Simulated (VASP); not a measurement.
# GaSb (I-4m2) in VASP: settings compared

Aim: see how the results for GaSb move with the level of theory and the settings. Levels: PBEsol, r2SCANh, PBE0. Tasks: relaxation of cell and atoms, single point.

Program: VASP 6.6.1. These are calculated values, not measurements. Logs are shortened: lines on timing, memory, paths and dates and some standing lists are left out, and cuts for length are marked.

## Step 1: The cell of the first run

The structure is tetragonal, space group I-4m2 (No. 119). The conventional cell has a = 5.507 Å, b = 5.507 Å, c = 3.181 Å, α = 90.00°, β = 90.00°, γ = 90.00°. Sb (site symmetry -4m2) has 8 Ga at 2.87 to 3.64 Å and 2 Sb at 3.18 Å within 3.8 Å. Within 3.8 Å of Ga (site symmetry -4m2) lie 8 Sb at 2.87 to 3.64 Å and 2 Ga at 3.18 Å.

## Step 2: Relaxation of cell and atoms, PBEsol, target pressure 30 GPa, at which the enthalpy is minimised

File INCAR:

```
ALGO     = Normal         # electronic algorithm
EDIFF    = 1E-7           # SCF threshold, eV
EDIFFG   = -0.01          # ionic threshold
ENCUT    = 600            # plane-wave cutoff, eV
GGA      = PS             # functional
IBRION   = 2              # ionic algorithm
ISIF     = 3              # what is computed and relaxed
ISMEAR   = -1             # smearing method
LASPH    = T              # aspherical terms in the spheres
LCHARG   = F              # write CHGCAR
LREAL    = F              # projectors in reciprocal space
LWAVE    = F              # write WAVECAR
NELM     = 60             # most SCF steps
NSW      = 80             # ionic steps
PREC     = Accurate       # precision mode
PSTRESS  = 300.0        
SIGMA    = 0.05           # smearing width, eV
```

File KPOINTS:

```
k-points
0
Gamma
  10 10 10
```

File POSCAR:

```
GaSb
1.0
   -2.7534340000      2.7534340000      1.5907070000
    2.7534340000     -2.7534340000      1.5907070000
    2.7534340000      2.7534340000     -1.5907070000
Sb Ga
1 1
Direct
    0.0000000000      0.0000000000      0.0000000000
    0.7500000000      0.2500000000      0.5000000000
```

Potentials or basis: VASP PAW PBE potentials, release 64 (Sb, Ga_d).

Command:

```sh
$ cat potpaw_PBE.64/Sb/POTCAR potpaw_PBE.64/Ga_d/POTCAR > POTCAR
$ mpirun -np 1 vasp_std > vasp.out
```

OUTCAR:

```text
EDIFF = 1E-7
   EDIFFG = -0.01
   ENCUT = 600
   GGA = PS
   IBRION = 2
   ISIF = 3
   ISMEAR = -1
   LASPH = T
   LREAL = F
   NELM = 60
   NSW = 80
   PREC = Accurate
   PSTRESS = 300.0

 ion  position               nearest neighbor table
   1  0.000  0.000  0.000-   2 2.87   2 2.87   2 2.87   2 2.87
   2  0.750  0.250  0.500-   1 2.87   1 2.87   1 2.87   1 2.87

  LATTYP: Found a body centered tetragonal cell.
 ALAT       =     5.5068680000
 C/A-ratio  =     0.5777174975

  Lattice vectors:

 A1 = (  -2.7534340000,   2.7534340000,   1.5907070000)
 A2 = (   2.7534340000,  -2.7534340000,   1.5907070000)
 A3 = (   2.7534340000,   2.7534340000,  -1.5907070000)

Analysis of symmetry for initial positions (statically):
=====================================================================
 Subroutine PRICEL returns:
 Original cell was already a primitive cell.

 Routine SETGRP: Setting up the symmetry group for a
 body centered tetragonal supercell.

 Subroutine GETGRP returns: Found  8 space group operations
 (whereof  8 operations were pure point group operations)
 out of a pool of 16 trial point group operations.

The static configuration has the point symmetry D_2d.

Analysis of symmetry for dynamics (positions and initial velocities):
=====================================================================
 Subroutine PRICEL returns:
 Original cell was already a primitive cell.

 Routine SETGRP: Setting up the symmetry group for a
 body centered tetragonal supercell.

 Subroutine GETGRP returns: Found  8 space group operations
 (whereof  8 operations were pure point group operations)
 out of a pool of 16 trial point group operations.

The dynamic configuration has the point symmetry D_2d.

 Subroutine INISYM returns: Found  8 space group operations
 (whereof  8 operations are pure point group operations),
 and found     1 'primitive' translations

----------------------------------------------------------------------------------------

                                     Primitive cell

  volume of cell :      48.2391

  direct lattice vectors                    reciprocal lattice vectors
    -2.753434000  2.753434000  1.590707000     0.000000000  0.181591424  0.314325643
     2.753434000 -2.753434000  1.590707000     0.181591424  0.000000000  0.314325643
     2.753434000  2.753434000 -1.590707000     0.181591424  0.181591424  0.000000000

  length of vectors
     4.206322187  4.206322187  4.206322187     0.363009717  0.363009717  0.256809054

  position of ions in fractional coordinates (direct lattice)
     0.000000000  0.000000000  0.000000000
     0.750000000  0.250000000  0.500000000

  ion indices of the primitive-cell ions
   primitive index   ion index
                 1           1
                 2           2

----------------------------------------------------------------------------------------

 KPOINTS: k-points

Automatic generation of k-mesh.
 Grid dimensions read from file:
 generate k-points for:   10   10   10

 Generating k-lattice:

  Cartesian coordinates                     Fractional coordinates (reciprocal lattice)
     0.000000000  0.018159142  0.031432564     0.100000000 -0.000000000  0.000000000
     0.018159142  0.000000000  0.031432564    -0.000000000  0.100000000  0.000000000
     0.018159142  0.018159142  0.000000000     0.000000000  0.000000000  0.100000000

  Length of vectors
     0.036300972  0.036300972  0.025680905

  Shift w.r.t. Gamma in fractional coordinates (k-lattice)
     0.000000000  0.000000000  0.000000000

 Subroutine IBZKPT returns following result:
 ===========================================

 Found    102 irreducible k-points:

 Following reciprocal coordinates:
            Coordinates               Weight
  0.000000  0.000000  0.000000      1.000000
  0.100000 -0.000000  0.000000      8.000000
  0.200000 -0.000000  0.000000      8.000000
  0.300000  0.000000  0.000000      8.000000
  0.400000  0.000000 -0.000000      8.000000
  0.500000  0.000000  0.000000      4.000000
[... 16 lines left out ...]
  0.300000  0.300000  0.000000      8.000000
  0.400000  0.300000  0.000000     16.000000
 [... further k-points ...]
   k-points           NKPTS =    102   k-points in BZ     NKDIM =    102   number of bands    NBANDS=     13
   number of dos      NEDOS =    301   number of ions     NIONS =      2
   total plane-waves  NPLWV =  46656
   dimension x,y,z NGX =    36 NGY =   36 NGZ =   36
   dimension x,y,z NGXF=    72 NGYF=   72 NGZF=   72
   ions per type =               1   1
   NGX,Y,Z   is equivalent  to a cutoff of  14.23, 14.23, 14.23 a.u.
   NGXF,Y,Z  is equivalent  to a cutoff of  28.46, 28.46, 28.46 a.u.
 SYSTEM =  unknown system
   PREC   = accura    normal or accurate (medium, high low for compatibility)
   ISTART =      0    job   : 0-new  1-cont  2-samecut
   ICHARG =      2    charge: 1-file 2-atom 10-const
   ISPIN  =      1    spin polarized calculation?
   LNONCOLLINEAR =      F non collinear calculations
   LSORBIT =      F    spin-orbit coupling
   LASPH  =      T    aspherical Exc in radial PAW
   ENCUT  =  600.0 eV  44.10 Ry    6.64 a.u.   8.40  8.40  8.40*2*pi/ulx,y,z
   NELM   =     60;   NELMIN=  2; NELMDL= -5     # of ELM steps
   EDIFF  = 0.1E-06   stopping-criterion for ELM
   LREAL  =      F    real-space projection
   EDIFFG = -.1E-01   stopping-criterion for IOM
   NSW    =     80    number of steps for IOM
   IBRION =      2    ionic relax: 0-MD 1-quasi-New 2-CG
   NFREE  =      1    steps in history (QN), initial steepest desc. (CG)
   ISIF   =      3    stress and relaxation
   ISYM   =      2    0-nonsym 1-usesym 2-fastsym
   POTIM  = 0.5000    time-step for ionic-motion
   TEBEG  =    0.0;   TEEND  =   0.0 temperature during run
   PSTRESS=  300.0 pullay stress
   NELECT =      18.0000    total number of electrons
   NUPDOWN=      -1.0000    fix difference up-down
   EMIN   =  10.00;   EMAX   =-10.00  energy-range for DOS
   EFERMI =   0.00;   METHOD = LEGACY
   ISMEAR =    -1;   SIGMA  =   0.05  broadening in eV -4-tet -1-fermi 0-gaus
   EFERMI_NEDOS =   21; number of points for ismear=-14 and -15
   IALGO  =     38    algorithm
   IMIX   =      4    mixing-type and parameters
     AMIX     =   0.40;   BMIX     =  1.00
     AMIX_MAG =   1.60;   BMIX_MAG =  1.00
  volume/ion in A,a.u.               =      24.12       162.77
  Fermi-wavevector in a.u.,A,eV,Ry     =   1.178598  2.227228 18.899772  1.389094
  Thomas-Fermi vector in A             =   2.314924
   LORBIT       =      0    0 simple, 1 ext, 2 COOP (PROOUT), +10 PAW based schemes
   GGA     = PS    functional components
   LHFCALC =     F    Hartree Fock is set to
   AEXX    =    0.0000 exact exchange contribution
   IVDW    =     0    specifies the selected vdW correction
   LEPSILON=     F    determine dielectric tensor
   LRPA    =     F    only Hartree local field effects (RPA)
 conjugate gradient relaxation of ions
 non-spin polarized calculation
  energy-cutoff  :      600.00
  volume of cell :       48.24
 maximum number of plane-waves:      1631
 NGX is ok and might be reduce to    36
   NGX = 17   NGY = 17   NGZ = 17

--------------------------------------- Ionic step        1  -------------------------------------------

 number of electron      18.0000003 magnetization

 Free energy of the ion-electron system (eV)
  ---------------------------------------------------
  ext. energy  EPLUGINS =         0.00000000
  ---------------------------------------------------
  free energy    TOTEN  =        -7.87129107 eV

  energy without entropy =       -7.86652675  energy(sigma->0) =       -7.86890891

------------------------ aborting loop because EDIFF is reached ----------------------------------------

  FORCE on cell =-STRESS in cart. coord.  units (eV):
  Direction    XX          YY          ZZ          XY          YZ          ZX
  --------------------------------------------------------------------------------------
  -------------------------------------------------------------------------------------
  Total       -0.7798595     -0.7798595     -1.0020825      0.0000000      0.0000000      0.0000000
  in kB      -25.9016488    -25.9016488    -33.2823918      0.0000000      0.0000000      0.0000000
  external PRESSURE =    -328.3618964 kB  Pullay stress =     300.0000000 kB
[... 63 lines left out ...]
--------------------------------------- Ionic step        3  -------------------------------------------

 number of electron      17.9999997 magnetization

 E-fermi :   9.9241     XC(G=0): -11.6354

 val. band max:        9.9026445080   @ k =   0.5000   0.3000   0.0000
 cond. band min:       9.9332440523   @ k =   0.4000   0.4000   0.1000
 fundamental gap:      0.0305995444
 Fermi energy:         9.9241132855

 k-point     1 :       0.0000    0.0000    0.0000
  band No.  band energies     occupation
      1      -5.5335      2.00000
      2      -5.3920      2.00000
      3      -5.3890      2.00000
      4      -5.2878      2.00000
      5      -5.2878      2.00000
      6      -4.3966      2.00000
      7       7.2183      2.00000
      8       7.2183      2.00000
      9       7.7915      2.00000
     10      12.7040      0.00000
     11      16.7815      0.00000
     12      18.5330      0.00000
     13      18.5330      0.00000
[... 354 lines left out ...]
  band No.  band energies     occupation
      1      -5.4576      2.00000
      2      -5.3916      2.00000
      3      -5.3703      2.00000
      4      -5.3346      2.00000
      5      -5.3133      2.00000
      6      -0.4792      2.00000
      7       1.9996      2.00000
      8       6.5467      2.00000
      9       8.7154      2.00000
     10      10.6377      0.00000
     11      11.7195      0.00000
     12      16.4426      0.00000
     13      17.1955      0.00000

 [... further k-points ...]

------------------------ aborting loop because EDIFF is reached ----------------------------------------

  FORCE on cell =-STRESS in cart. coord.  units (eV):
  Direction    XX          YY          ZZ          XY          YZ          ZX
  --------------------------------------------------------------------------------------
  -------------------------------------------------------------------------------------
  Total        5.2458705      5.2458705      4.8638838      0.0000000      0.0000000      0.0000000
  in kB      227.8382005    227.8382005    211.2477843      0.0000000      0.0000000      0.0000000
  external PRESSURE =     -77.6919382 kB  Pullay stress =     300.0000000 kB
[... 21 lines left out ...]
  energy  without entropy=       -7.3878785269  energy(sigma->0) =       -7.39017416

  enthalpy is  TOTEN    =        -0.4851067819 eV   P V=        6.9073630157

[... ionic steps 4 to 7 ...]

--------------------------------------- Ionic step        8  -------------------------------------------

 number of electron      18.0000001 magnetization

------------------------ aborting loop because EDIFF is reached ----------------------------------------
[... 71 lines left out ...]
--------------------------------------- Ionic step       10  -------------------------------------------

 number of electron      18.0000003 magnetization

 Free energy of the ion-electron system (eV)
  ---------------------------------------------------
  ext. energy  EPLUGINS =         0.00000000
  ---------------------------------------------------
  free energy    TOTEN  =        -7.12761308 eV

  energy without entropy =       -7.12326689  energy(sigma->0) =       -7.12543999

 E-fermi :  10.6145     XC(G=0): -11.8635

 val. band max:       10.5215638461   @ k =  -0.2000   0.4000   0.2000
 cond. band min:      10.6476671957   @ k =   0.4000   0.4000   0.1000
 fundamental gap:      0.1261033496
 Fermi energy:        10.6145229132

 k-point     1 :       0.0000    0.0000    0.0000
  band No.  band energies     occupation
      1      -4.9976      2.00000
      2      -4.8205      2.00000
      3      -4.8126      2.00000
      4      -4.6912      2.00000
      5      -4.6912      2.00000
      6      -4.1650      2.00000
      7       7.6858      2.00000
      8       7.6858      2.00000
      9       8.5067      2.00000
     10      13.2293      0.00000
     11      18.0300      0.00000
     12      19.4178      0.00000
     13      19.4178      0.00000
[... 354 lines left out ...]
  band No.  band energies     occupation
      1      -4.8931      2.00000
      2      -4.8162      2.00000
      3      -4.7927      2.00000
      4      -4.7529      2.00000
      5      -4.7231      2.00000
      6      -0.0585      2.00000
      7       2.4090      2.00000
      8       7.2052      2.00000
      9       9.3119      2.00000
     10      11.2526      0.00001
     11      12.4799      0.00000
     12      17.2247      0.00000
     13      18.0740      0.00000

 [... further k-points ...]

------------------------ aborting loop because EDIFF is reached ----------------------------------------

  FORCE on cell =-STRESS in cart. coord.  units (eV):
  Direction    XX          YY          ZZ          XY          YZ          ZX
  --------------------------------------------------------------------------------------
  -------------------------------------------------------------------------------------
  Total        6.6021795      6.6021795      6.5985919      0.0000000      0.0000000      0.0000000
  in kB      300.1152635    300.1152635    299.9521826      0.0000000      0.0000000      0.0000000
  external PRESSURE =       0.0609032 kB  Pullay stress =     300.0000000 kB
[... 21 lines left out ...]
  energy  without entropy=       -7.1232668949  energy(sigma->0) =       -7.12543999

  enthalpy is  TOTEN    =        -0.5279692565 eV   P V=        6.5996438226

 reached required accuracy - stopping structural energy minimisation
```

Wall time 14 min (1 thread of Intel Xeon 8259CL, shared host); peak memory 0.29 GiB.

Results:

```yaml
Free_energy: -7.1276 eV
Relaxed_volume: 17.62 Å³/atom
Relaxed_cell: a = 3.797 Å, b = 3.797 Å, c = 3.797 Å, α = 98.05°, β = 98.05°, γ = 136.05°
Space_group_after_relaxing_to_0.1_Å: I-4m2 (No. 119)
Energy_change_on_relaxing_the_run_minimises_the_enthalpy: +371.8 meV/atom
Ionic_steps: 10
Pressure_after_relaxing: 30.0 GPa
Band_gap_on_the_k_mesh: zero (bands 9 and 10 overlap by 6.07 eV)
```

The path:
| step | energy change (eV) | largest force (eV/Å) | pressure (GPa) | volume (Å³) |
| --- | --- | --- | --- | --- |
| 1 | 0.0000 | 0.0000 | -2.84 | 48.24 |
| 2 | 10.7323 | 0.0000 | 290.08 | 21.30 |
| 3 | 0.4788 | 0.0000 | 22.23 | 36.89 |
| 4 | 0.6155 | 0.0000 | 26.34 | 35.99 |
| 5 | 0.7461 | 0.0000 | 30.13 | 35.24 |
| 6 | 0.7031 | 0.0000 | 28.89 | 35.48 |
| 7 | 0.7056 | 0.0000 | 28.88 | 35.45 |
| 8 | 0.7051 | 0.0000 | 28.90 | 35.46 |
| 9 | 0.8066 | 0.0000 | 31.80 | 34.92 |
| 10 | 0.7437 | 0.0000 | 30.01 | 35.25 |

Final structure:
```xyz
2
Lattice="-2.4901 2.4901 1.4211 2.4901 -2.4901 1.4211 2.4901 2.4901 -1.4211" Properties=species:S:1:pos:R:3 pbc="T T T"
Sb    0.0000    0.0000    0.0000
Ga    0.0000    2.4901    0.7105
```

Caveat: the cell is relaxed towards a set pressure, so the run minimises the enthalpy, not the energy; the volume moved by over 15 % at a fixed basis, so the end points are rough; the PAW data sets were made with another functional, which shifts forces and pressure a little; spin-orbit coupling is left out, which moves the levels of the heavy elements.

## Step 3: Single point, r2SCANh

POSCAR is that of step 2.

File INCAR.step1:

```
  PREC = Accurate
  ENCUT = 520
  EDIFF = 1E-5
  ISMEAR = -1
  SIGMA = 0.05
  LREAL = F
  LASPH = T
  NELM = 60
  ALGO = Normal
  ISIF = 2
  LWAVE = T
  LCHARG = F
  NBANDS = 16
  GGA = PE
```

File INCAR.step2:

```
  PREC = Accurate
  ENCUT = 520
  EDIFF = 1E-7
  ISMEAR = -1
  SIGMA = 0.05
  LREAL = F
  LASPH = T
  NELM = 60
  ALGO = Normal
  ISIF = 2
  LWAVE = F
  LCHARG = F
  METAGGA = R2SCAN
  LHFCALC = T
  AEXX = 0.1
  LMIXTAU = T
  PRECFOCK = Normal
  NBANDS = 16
  ISTART = 1
```

File KPOINTS:

```
regular mesh
0
Gamma
  5 5 5
```

Potentials or basis: VASP PAW PBE potentials, release 64 (Sb, Ga_d).

Command:

```sh
$ cat potpaw_PBE.64/Sb/POTCAR potpaw_PBE.64/Ga_d/POTCAR > POTCAR
$ cp INCAR.step1 INCAR
$ mpirun -np 1 vasp_std > vasp.out
$ cp INCAR.step2 INCAR
$ mpirun -np 1 vasp_std > vasp.out
```

Wall time 50 min (1 thread of AMD EPYC 7R13 (Zen 3), shared host); peak memory 0.18 GiB.

It converged, with:

* Free energy: -34.8090 eV
* Pressure: -1.8 GPa
* Band gap on the k mesh: zero (bands 9 and 10 overlap by 3.15 eV)

Stress tensor (GPa, compression positive):
```
-2.12  0.00  0.00
 0.00 -2.12  0.00
 0.00  0.00 -1.30
```

Levels at points of the mesh, in eV from the Fermi level:
```
           k point  band 5  band 6  band 7  band 8  band 9  band 10  band 11  band 12  band 13  band 14
(0.00, 0.00, 0.00)  -16.88  -13.48   -3.42   -2.59   -2.59     3.75     5.32     7.61     7.61     8.00
```

Caveat: the k points lie up to 0.46 Å⁻¹ apart, too coarse for converged energies and pressures of a metal; the PAW data sets were made with another functional, which shifts forces and pressure a little; spin-orbit coupling is left out, which moves the levels of the heavy elements.

(Part 1 of 2 ends here.)

The gap in the log of VASP goes by the Fermi energy; the results here count the filled bands.